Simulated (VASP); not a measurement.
# ZnSe (F-43m) in VASP: notebook

Aim: see how the results for ZnSe move with the level of theory and the settings. Levels: r2SCAN, PBE. Tasks: relaxation of cell and atoms, single point.

All numbers are computed with VASP 6.6.1; they aren't measurements. Logs are shortened: lines on timing, memory, paths and dates and some standing lists are left out, and cuts for length are marked.

**1. The cell of the first run**

The structure is cubic, space group F-43m (No. 216). Conventional cell: a = 5.732 Å, b = 5.732 Å, c = 5.732 Å, α = 90.00°, β = 90.00°, γ = 90.00°. Zn (site symmetry -43m) has 4 Se at 2.48 Å within 3.3 Å. Se (site symmetry -43m) has 4 Zn at 2.48 Å within 3.3 Å.

**2. Relaxation of cell and atoms, r2SCAN**

The input, POSCAR:

```
ZnSe
1.0
    0.0000000000      2.8659201947      2.8659201947
    2.8659201947      0.0000000000      2.8659201947
    2.8659201947      2.8659201947      0.0000000000
Zn Se
1 1
Direct
    0.0000000000      0.0000000000      0.0000000000
    0.2500000000      0.2500000000      0.2500000000
```

The input, INCAR.step1:

```
SYSTEM = ZnSe
PREC = Accurate ; ENCUT = 600
ISMEAR = -1 ; SIGMA = 0.02
LREAL = .FALSE. ; LASPH = .TRUE.
NELM = 100 ; GGA = PE
ALGO = Normal ; EDIFF = 1E-4
LWAVE = .TRUE. ; LCHARG = .FALSE.
```

The input, INCAR.step2:

```
SYSTEM = ZnSe
PREC = Accurate ; ENCUT = 600
EDIFF = 1E-6 ; ISMEAR = -1
SIGMA = 0.02 ; LREAL = .FALSE.
LASPH = .TRUE. ; NELM = 100
ALGO = Normal ; ISIF = 3
LWAVE = .FALSE. ; LCHARG = .FALSE.
METAGGA = R2SCAN ; LMIXTAU = .TRUE.
IBRION = 2 ; NSW = 80
EDIFFG = -0.005 ; ISTART = 1
```

The input, KPOINTS:

```
regular mesh
0
G
  8 8 8
  0 0 0
```

Potentials or basis: VASP PAW PBE potentials, release 64 (Zn, Se).

Command:

```sh
cat potpaw_PBE.64/Zn/POTCAR potpaw_PBE.64/Se/POTCAR > POTCAR
cp INCAR.step1 INCAR
mpirun -np 1 vasp_std > vasp.out
cp INCAR.step2 INCAR
mpirun -np 1 vasp_std > vasp.out
```

OUTCAR:

```text
SYSTEM = ZnSe
   PREC = Accurate
   ENCUT = 600
   EDIFF = 1E-6
   ISMEAR = -1
   LREAL = .FALSE.
   LASPH = .TRUE.
   NELM = 100
   ISIF = 3
   METAGGA = R2SCAN
   IBRION = 2
   NSW = 80
   EDIFFG = -0.005
   ISTART = 1

 ion  position               nearest neighbor table
   1  0.000  0.000  0.000-   2 2.48   2 2.48   2 2.48   2 2.48
   2  0.250  0.250  0.250-   1 2.48   1 2.48   1 2.48   1 2.48

  LATTYP: Found a face centered cubic cell.
 ALAT       =     5.7318403894

  Lattice vectors:

 A1 = (   0.0000000000,   2.8659201947,   2.8659201947)
 A2 = (   2.8659201947,   0.0000000000,   2.8659201947)
 A3 = (   2.8659201947,   2.8659201947,   0.0000000000)

Analysis of symmetry for initial positions (statically):
=====================================================================
 Subroutine PRICEL returns:
 Original cell was already a primitive cell.

 Routine SETGRP: Setting up the symmetry group for a
 face centered cubic supercell.

 Subroutine GETGRP returns: Found 24 space group operations
 (whereof 24 operations were pure point group operations)
 out of a pool of 48 trial point group operations.

The static configuration has the point symmetry T_d .

Analysis of symmetry for dynamics (positions and initial velocities):
=====================================================================
 Subroutine PRICEL returns:
 Original cell was already a primitive cell.

 Routine SETGRP: Setting up the symmetry group for a
 face centered cubic supercell.

 Subroutine GETGRP returns: Found 24 space group operations
 (whereof 24 operations were pure point group operations)
 out of a pool of 48 trial point group operations.

The dynamic configuration has the point symmetry T_d .

 Subroutine INISYM returns: Found 24 space group operations
 (whereof 24 operations are pure point group operations),
 and found     1 'primitive' translations

----------------------------------------------------------------------------------------

                                     Primitive cell

  volume of cell :      47.0785

  direct lattice vectors                    reciprocal lattice vectors
     0.000000000  2.865920195  2.865920195    -0.174464035  0.174464035  0.174464035
     2.865920195  0.000000000  2.865920195     0.174464035 -0.174464035  0.174464035
     2.865920195  2.865920195  0.000000000     0.174464035  0.174464035 -0.174464035

  length of vectors
     4.053023208  4.053023208  4.053023208     0.302180572  0.302180572  0.302180572

  position of ions in fractional coordinates (direct lattice)
     0.000000000  0.000000000  0.000000000
     0.250000000  0.250000000  0.250000000

  ion indices of the primitive-cell ions
   primitive index   ion index
                 1           1
                 2           2

----------------------------------------------------------------------------------------

 KPOINTS: regular mesh

Automatic generation of k-mesh.
 Grid dimensions read from file:
 generate k-points for:    8    8    8

 Generating k-lattice:

  Cartesian coordinates                     Fractional coordinates (reciprocal lattice)
    -0.021808004  0.021808004  0.021808004     0.125000000  0.000000000  0.000000000
     0.021808004 -0.021808004  0.021808004     0.000000000  0.125000000  0.000000000
     0.021808004  0.021808004 -0.021808004     0.000000000  0.000000000  0.125000000

  Length of vectors
     0.037772572  0.037772572  0.037772572

  Shift w.r.t. Gamma in fractional coordinates (k-lattice)
     0.000000000  0.000000000  0.000000000

 Subroutine IBZKPT returns following result:
 ===========================================

 Found     29 irreducible k-points:

 Following reciprocal coordinates:
            Coordinates               Weight
  0.000000  0.000000  0.000000      1.000000
  0.125000  0.000000  0.000000      8.000000
  0.250000  0.000000  0.000000      8.000000
  0.375000  0.000000  0.000000      8.000000
  0.500000  0.000000  0.000000      4.000000
  0.125000  0.125000  0.000000      6.000000
[... 16 lines left out ...]
  0.500000  0.250000  0.125000     48.000000
 -0.375000  0.250000  0.125000     24.000000
 [... further k-points ...]
   k-points           NKPTS =     29   k-points in BZ     NKDIM =     29   number of bands    NBANDS=     13
   number of dos      NEDOS =    301   number of ions     NIONS =      2
   total plane-waves  NPLWV =  32768
   dimension x,y,z NGX =    32 NGY =   32 NGZ =   32
   dimension x,y,z NGXF=    64 NGYF=   64 NGZF=   64
   ions per type =               1   1
   NGX,Y,Z   is equivalent  to a cutoff of  13.13, 13.13, 13.13 a.u.
   NGXF,Y,Z  is equivalent  to a cutoff of  26.25, 26.25, 26.25 a.u.
 SYSTEM =  ZnSe
   PREC   = accura    normal or accurate (medium, high low for compatibility)
   ISTART =      1    job   : 0-new  1-cont  2-samecut
   ICHARG =      0    charge: 1-file 2-atom 10-const
   ISPIN  =      1    spin polarized calculation?
   LNONCOLLINEAR =      F non collinear calculations
   LSORBIT =      F    spin-orbit coupling
   LASPH  =      T    aspherical Exc in radial PAW
   ENCUT  =  600.0 eV  44.10 Ry    6.64 a.u.   8.09  8.09  8.09*2*pi/ulx,y,z
   NELM   =    100;   NELMIN=  2; NELMDL=  0     # of ELM steps
   EDIFF  = 0.1E-05   stopping-criterion for ELM
   LREAL  =      F    real-space projection
   EDIFFG = -.5E-02   stopping-criterion for IOM
   NSW    =     80    number of steps for IOM
   IBRION =      2    ionic relax: 0-MD 1-quasi-New 2-CG
   NFREE  =      1    steps in history (QN), initial steepest desc. (CG)
   ISIF   =      3    stress and relaxation
   ISYM   =      2    0-nonsym 1-usesym 2-fastsym
   POTIM  = 0.5000    time-step for ionic-motion
   TEBEG  =    0.0;   TEEND  =   0.0 temperature during run
   PSTRESS=    0.0 pullay stress
   NELECT =      18.0000    total number of electrons
   NUPDOWN=      -1.0000    fix difference up-down
   EMIN   =  10.00;   EMAX   =-10.00  energy-range for DOS
   EFERMI =   0.00;   METHOD = LEGACY
   ISMEAR =    -1;   SIGMA  =   0.02  broadening in eV -4-tet -1-fermi 0-gaus
   EFERMI_NEDOS =   21; number of points for ismear=-14 and -15
   IALGO  =     38    algorithm
   IMIX   =      4    mixing-type and parameters
     AMIX     =   0.40;   BMIX     =  1.00
     AMIX_MAG =   1.60;   BMIX_MAG =  1.00
  volume/ion in A,a.u.               =      23.54       158.85
  Fermi-wavevector in a.u.,A,eV,Ry     =   1.188206  2.245383 19.209146  1.411832
  Thomas-Fermi vector in A             =   2.324340
   LORBIT       =      0    0 simple, 1 ext, 2 COOP (PROOUT), +10 PAW based schemes
   METAGGA = R2SCAN    functional components
   LHFCALC =     F    Hartree Fock is set to
   AEXX    =    0.0000 exact exchange contribution
   IVDW    =     0    specifies the selected vdW correction
   LEPSILON=     F    determine dielectric tensor
   LRPA    =     F    only Hartree local field effects (RPA)
 conjugate gradient relaxation of ions
 non-spin polarized calculation
  energy-cutoff  :      600.00
  volume of cell :       47.08
 maximum number of plane-waves:      1591
   NGX = 17   NGY = 17   NGZ = 17

--------------------------------------- Ionic step        1  -------------------------------------------

 number of electron      18.0000013 magnetization

 Free energy of the ion-electron system (eV)
  ---------------------------------------------------
  ext. energy  EPLUGINS =         0.00000000
  ---------------------------------------------------
  free energy    TOTEN  =       -24.90009007 eV

  energy without entropy =      -24.90009007  energy(sigma->0) =      -24.90009007

------------------------ aborting loop because EDIFF is reached ----------------------------------------

  FORCE on cell =-STRESS in cart. coord.  units (eV):
  Direction    XX          YY          ZZ          XY          YZ          ZX
  --------------------------------------------------------------------------------------
  -------------------------------------------------------------------------------------
  Total       -0.6130838     -0.6130838     -0.6130838      0.0000000      0.0000000     -0.0000000
  in kB      -20.8645086    -20.8645086    -20.8645086      0.0000000      0.0000000     -0.0000000
  external PRESSURE =     -20.8645086 kB  Pullay stress =       0.0000000 kB

 VOLUME and BASIS-vectors are now :
 -----------------------------------------------------------------------------
  energy-cutoff  :      600.00
  volume of cell :       47.08
      direct lattice vectors                 reciprocal lattice vectors
     0.000000000  2.865920195  2.865920195    -0.174464035  0.174464035  0.174464035
     2.865920195  0.000000000  2.865920195     0.174464035 -0.174464035  0.174464035
     2.865920195  2.865920195  0.000000000     0.174464035  0.174464035 -0.174464035
[... 73 lines left out ...]
 POSITION                                       TOTAL-FORCE (eV/Angst)
 -----------------------------------------------------------------------------------
      0.00000      0.00000     -0.00000        -0.000000     -0.000000     -0.000000
      1.41618      1.41618      1.41618         0.000000      0.000000      0.000000
 -----------------------------------------------------------------------------------
    total drift:                                0.000026      0.000026      0.000026

  FREE ENERGIE OF THE ION-ELECTRON SYSTEM (eV)
  ---------------------------------------------------
  free  energy   TOTEN  =       -24.9114247645 eV

  energy  without entropy=      -24.9114247645  energy(sigma->0) =      -24.91142476

--------------------------------------- Ionic step        4  -------------------------------------------

 number of electron      17.9999991 magnetization

 Free energy of the ion-electron system (eV)
  ---------------------------------------------------
  ext. energy  EPLUGINS =         0.00000000
  ---------------------------------------------------
  free energy    TOTEN  =       -24.91141336 eV

  energy without entropy =      -24.91141336  energy(sigma->0) =      -24.91141336

 E-fermi :   1.7087     XC(G=0):  -9.9214

 val. band max:        1.3007913225   @ k =   0.0000   0.0000   0.0000
 cond. band min:       3.1699145452   @ k =   0.0000   0.0000   0.0000
 fundamental gap:      1.8691232227
 Fermi energy:         1.7086845169

 k-point     1 :       0.0000    0.0000    0.0000
  band No.  band energies     occupation
      1     -12.4147      2.00000
      2      -5.3956      2.00000
      3      -5.3955      2.00000
      4      -5.3955      2.00000
      5      -4.9875      2.00000
      6      -4.9875      2.00000
      7       1.3008      2.00000
      8       1.3008      2.00000
      9       1.3008      2.00000
     10       3.1699      0.00000
     11       7.6166      0.00000
     12       7.6167      0.00000
     13       7.6167      0.00000

 k-point     2 :       0.1250    0.0000    0.0000
  band No.  band energies     occupation
      1     -12.3105      2.00000
      2      -5.3863      2.00000
      3      -5.3788      2.00000
      4      -5.3788      2.00000
      5      -4.9888      2.00000
      6      -4.9887      2.00000
      7       0.0485      2.00000
      8       1.1476      2.00000
      9       1.1476      2.00000
     10       4.0917      0.00000
     11       7.5484      0.00000
[... 339 lines left out ...]
 k-point    24 :      -0.3750    0.2500    0.1250
  band No.  band energies     occupation
      1     -11.4628      2.00000
      2      -5.2803      2.00000
      3      -5.2439      2.00000
      4      -5.0223      2.00000
      5      -4.9814      2.00000
      6      -4.7815      2.00000
      7      -3.6483      2.00000
      8      -1.1288      2.00000
      9      -0.1875      2.00000
     10       6.0324      0.00000
     11       7.2645      0.00000
     12       9.2621      0.00000
     13      10.5380      0.00000

 [... further k-points ...]

------------------------ aborting loop because EDIFF is reached ----------------------------------------

  FORCE on cell =-STRESS in cart. coord.  units (eV):
  Direction    XX          YY          ZZ          XY          YZ          ZX
  --------------------------------------------------------------------------------------
  -------------------------------------------------------------------------------------
  Total        0.0007987      0.0007987      0.0007987      0.0000000      0.0000000     -0.0000000
  in kB        0.0281250      0.0281250      0.0281250      0.0000000      0.0000000     -0.0000000
  external PRESSURE =       0.0281250 kB  Pullay stress =       0.0000000 kB

 VOLUME and BASIS-vectors are now :
 -----------------------------------------------------------------------------
  energy-cutoff  :      600.00
  volume of cell :       45.50
      direct lattice vectors                 reciprocal lattice vectors
     0.000000000  2.833474457  2.833474457    -0.176461799  0.176461799  0.176461799
     2.833474457  0.000000000  2.833474457     0.176461799 -0.176461799  0.176461799
     2.833474457  2.833474457 -0.000000000     0.176461799  0.176461799 -0.176461799

 POSITION                                       TOTAL-FORCE (eV/Angst)
 -----------------------------------------------------------------------------------
      0.00000      0.00000      0.00000         0.000000      0.000000      0.000000
      1.41674      1.41674      1.41674        -0.000000     -0.000000     -0.000000
 -----------------------------------------------------------------------------------
    total drift:                                0.000026      0.000026      0.000026

  FREE ENERGIE OF THE ION-ELECTRON SYSTEM (eV)
  ---------------------------------------------------
  free  energy   TOTEN  =       -24.9114133632 eV

  energy  without entropy=      -24.9114133631  energy(sigma->0) =      -24.91141336

 reached required accuracy - stopping structural energy minimisation
```

Run time: 4.5 min. Hardware: 1 thread of Intel Xeon 8259CL, shared host; peak memory 0.21 GiB.

What came out:

```
Free energy                           : -24.9114 eV
Relaxed volume                        : 22.75 Å³/atom
Relaxed cell                          : a = 4.007 Å, b = 4.007 Å, c = 4.007 Å, α = 60.00°, β = 60.00°, γ = 60.00°
Space group after relaxing (to 0.1 Å) : F-43m (No. 216)
Energy gained by relaxing             : 5.7 meV/atom
Ionic steps                           : 4
Pressure after relaxing               : 0.0 GPa
Band gap on the k mesh                : 1.87 eV
```

The path:
| step | energy change (eV) | largest force (eV/Å) | pressure (GPa) | volume (Å³) |
| --- | --- | --- | --- | --- |
| 1 | 0.0000 | 0.0000 | -2.09 | 47.08 |
| 2 | -0.0105 | 0.0000 | 0.70 | 45.02 |
| 3 | -0.0113 | 0.0000 | 0.07 | 45.44 |
| 4 | -0.0113 | 0.0000 | 0.00 | 45.50 |

Final structure:
```
Zn Se
1.0
     0.00000    2.83347    2.83347
     2.83347    0.00000    2.83347
     2.83347    2.83347    0.00000
Zn Se
1 1
Cartesian
  0.0000 0.0000 0.0000
  1.4167 1.4167 1.4167
```

Levels at points of the mesh, in eV from the valence-band top:
```
           k point  band 5  band 6  band 7  band 8  band 9  band 10  band 11  band 12  band 13
(0.00, 0.00, 0.00)   -6.29   -6.29    0.00    0.00    0.00     1.87     6.32     6.32     6.32
(0.50, 0.00, 0.00)   -6.27   -6.13   -5.30   -0.88   -0.88     3.05     6.87     6.87     9.08
(0.50, 0.50, 0.00)   -6.24   -6.11   -4.79   -2.23   -2.23     3.34     3.87    11.51    12.07
```

Caveat: the PAW data sets were made with another functional, which shifts forces and pressure a little. r2SCAN opens gaps a little over a GGA but as a rule still falls short of measured ones.

**3. Single point, PBE, non-collinear spin, zero start, spin-orbit coupling**

This run uses another cell than the first one, of 22.72 Å³/atom.

The input, INCAR:

```
PREC = Accurate
ENCUT = 520
EDIFF = 1E-6
ISMEAR = -1
SIGMA = 0.02
LREAL = False
LASPH = True
NELM = 150
ALGO = Normal
ISIF = 2
LWAVE = False
LCHARG = False
MAGMOM = 0 0 0 0 0 0
LORBIT = 11
LSORBIT = True
GGA_COMPAT = False
LORBMOM = True
GGA = PE
NBANDS = 30
```

The input, KPOINTS:

```
Automatic mesh
0
Gamma
  8 8 8
```

The input, POSCAR:

```
ZnSe
1.0
    0.0000000000      2.8324246760      2.8324246760
    2.8324246760      0.0000000000      2.8324246760
    2.8324246760      2.8324246760      0.0000000000
Zn Se
1 1
Direct
    0.0000000000      0.0000000000      0.0000000000
    0.2500000000      0.2500000000      0.2500000000
```

Potentials or basis: VASP PAW PBE potentials, release 64 (Zn, Se).

Command:

```sh
cat potpaw_PBE.64/Zn/POTCAR potpaw_PBE.64/Se/POTCAR > POTCAR
mpirun -np 1 vasp_ncl > vasp.out
```

It took 4.1 min on 1 thread of Intel Xeon 8259CL, shared host; peak memory 0.32 GiB.

The run converged. Its results:

```
Free energy                                           : -6.0417 eV
Pressure                                              : 2.5 GPa
Net moment                                            : 0.00 μB per cell
Valence electrons inside the program's atomic spheres : Zn 10.77; Se 3.90
```

Moments on the atoms (μB; x, y, z):
```
Zn  0.00 0.00 0.00
Se  0.00 0.00 0.00
```
